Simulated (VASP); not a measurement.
Hf5S3:

```xyz
8
Lattice="3.4200 0.0000 0.0000 -1.7100 2.9618 0.0000 0.0000 0.0000 15.8000" Properties=species:S:1:pos:R:3 pbc="T T T"
Hf    0.0000    0.0000    3.3970
Hf    0.0000    0.0000   12.4030
Hf    0.0000    0.0000    0.0000
Hf    0.0000    1.9745    6.1936
Hf    0.0000    1.9745    9.6064
S     0.0000    1.9745    1.7064
S     0.0000    1.9745   14.0936
S     1.7100    0.9873    7.9000
```

```yaml
Program: VASP 6.6.1
Task: relaxation of cell and atoms
Functional: PBE
Potentials_or_basis: VASP PAW PBE potentials, release 64 (Hf_pv, S)
Cutoff: 600 eV
k_mesh: 5 × 5 × 1
Occupations: gaussian, width 0.2 eV
Spin: no spin polarisation
```

At the start: pressure -5.7 GPa; volume 20.01 Å³/atom.

**Question.** Where does the relaxation end?

**Answer.** Over 11 steps the energy falls by 82.2 meV/atom and the volume is 18.81 Å³/atom (-6.0 %); space group P-6m2 (No. 187, to 0.1 Å) before and after.

Step by step:
```tsv
step	energy change (eV)	largest force (eV/Å)	pressure (GPa)	volume (Å³)
1	0.0000	1.5926	-5.66	160.04
2	-0.2847	1.2206	7.63	144.23
3	-0.3469	1.3835	3.16	148.65
4	-0.5942	0.5764	1.30	149.46
5	-0.6051	0.6391	1.02	149.68
6	-0.6375	0.2275	-1.36	152.29
7	-0.6377	0.2524	-1.22	152.12
8	-0.6498	0.1579	0.50	150.21
9	-0.6507	0.1423	0.13	150.61
10	-0.6555	0.1117	0.10	150.56
11	-0.6576	0.0748	0.08	150.49
```

Final structure:
```
Hf S
1.0
     3.35061    0.00000    0.00000
    -1.67530    2.90171    0.00000
     0.00000    0.00000   15.47859
Hf S
5 3
Direct
  0.00000 0.00000 0.22807
  0.00000 0.00000 0.77193
  0.00000 0.00000 0.00000
  0.33333 0.66667 0.38545
  0.33333 0.66667 0.61455
  0.33333 0.66667 0.11224
  0.33333 0.66667 0.88776
  0.66667 0.33333 0.50000
```

Caveat: the k points lie up to 0.43 Å⁻¹ apart in the final cell, too coarse for converged energies and pressures of a metal; the relaxation stopped at a loose force limit of 0.08 eV/Å, so its end isn't a converged minimum.
